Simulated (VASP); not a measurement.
Al16H2O, 19 atoms in the cell. The cell holds a slab with vacuum, 19 atoms: a = 8.100 Å, b = 5.728 Å, c = 15.296 Å, α = 90.00°, β = 90.00°, γ = 90.00°. 

* Program: VASP 6.6.1
* Task: single point
* Functional: PBE
* Dispersion: D3(BJ)
* Potentials or basis: VASP PAW PBE potentials, release 64 (Al, O, H)
* Cutoff: 520 eV
* k mesh: 2 × 3 × 1
* Occupations: gaussian, width 0.15 eV
* Spin: no spin polarisation
* Dipole correction: no
* Further INCAR settings: LREAL = Auto; ALGO = Normal; EDIFF = 1e-06; NBANDS = 43

Potentials or basis: VASP PAW PBE potentials, release 64 (Al, O, H).

Launch:

```bash
$ cat potpaw_PBE.64/Al/POTCAR potpaw_PBE.64/O/POTCAR potpaw_PBE.64/H/POTCAR > POTCAR
$ mpirun -np 1 vasp_std > vasp.out
```

Hardware: 1 thread of Intel Xeon 8259CL, with other jobs on the host.

**Question.** Estimate the wall time of this run.

**Answer.** Run time: 6.2 min on 1 thread of Intel Xeon 8259CL, on a shared host, peak memory 0.7 GiB. Counts: scf iterations 22, k points 4.
